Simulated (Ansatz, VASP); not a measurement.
One calculation of TiO2, two programs

Contents of INCAR:

```
SYSTEM = TiO2
ALGO = Normal
EDIFF = 1E-7
ENCUT = 520
GGA = PE
ISIF = 2
ISMEAR = 0
LASPH = .True.
LCHARG = .False.
LDAU = .True.
LDAUJ = 0 0
LDAUL = 2 -1
LDAUPRINT = 1
LDAUTYPE = 2
LDAUU = 4 0
LMAXMIX = 4
LREAL = .False.
LWAVE = .False.
NBANDS = 33
NELM = 150
PREC = Accurate
SIGMA = 0.05
```

File KPOINTS:

```
k-points
0
Gamma
  8 8 8
  0 0 0
```

Contents of POSCAR:

```
TiO2
1.0
   -1.9530452893      1.9530452893      4.6701218957
    1.9530452893     -1.9530452893      4.6701218957
    1.9530452893      1.9530452893     -4.6701218957
Ti O
2 4
Direct
    0.0000000000      0.0000000000      0.0000000000
    0.7500000000      0.2500000000      0.5000000000
    0.2205655066      0.2205655066      0.0000000000
    0.9705655066      0.4705655066      0.5000000000
    0.5294344934      0.0294344934      0.5000000000
    0.7794344934      0.7794344934      0.0000000000
```

Input for Ansatz:

```yaml
crystal:
  lattice:
    - [-1.9530452893, 1.9530452893, 4.6701218957]
    - [1.9530452893, -1.9530452893, 4.6701218957]
    - [1.9530452893, 1.9530452893, -4.6701218957]
  atoms:
    - { symbol: Ti, position: [0.0, 0.0, 0.0] }
    - { symbol: Ti, position: [0.75, 0.25, 0.5] }
    - { symbol: O, position: [0.2205655066, 0.2205655066, 0.0] }
    - { symbol: O, position: [0.9705655066, 0.4705655066, 0.5] }
    - { symbol: O, position: [0.5294344934, 0.0294344934, 0.5] }
    - { symbol: O, position: [0.7794344934, 0.7794344934, 0.0] }
basis:
  ecutwfc: 520.0
kpoints:
  mp_grid: { grid: [8, 8, 8] }
hamiltonian:
  xc: pbe
  pseudopotentials: { kind: paw, azcp: { folder: soft_1 } }
  hubbard: { sites: [{ species: Ti, l: d, u_eff: 4.0 }] }
scf:
  occupations: { method: gaussian, width: 0.05 }
output:
  forces: true
  stress: true
  eigenvalues: true
```

Alike in both runs: task single point; functional PBE; k mesh 8 × 8 × 8; occupations gaussian, width 0.05 eV; no spin polarisation; Hubbard terms Ti d U = 4.0 eV.

|  | VASP | Ansatz |
| --- | --- | --- |
| version | VASP 6.6.1 | Ansatz 0.2.0 |
| potentials or method | VASP PAW PBE potentials, release 64 (Ti_sv, O), cutoff 520 eV | scalar-relativistic, plane waves, PAW |
| valence electrons in the cell | 48 | 48 |

|  | VASP | Ansatz | Ansatz less VASP |
| --- | --- | --- | --- |
| gap on the k mesh at the Fermi level (eV) | 2.12 | 2.07 | -0.040 |
| least direct gap on the mesh (eV) | 2.74 | 2.69 | -0.051 |
| pressure (GPa) | -2.9 | -6.7 | -3.78 |
| traceless stress, the component that is largest in VASP (GPa) | -3.32 | -2.45 | +0.872 |
| rms of the force components (eV/Å) | 0.472 | 0.540 | +0.0685 |

The programs project onto different local orbitals, so the same U acts differently, and such runs can settle in different states. Atom by atom the forces differ by 0.069 eV/Å (rms over components).
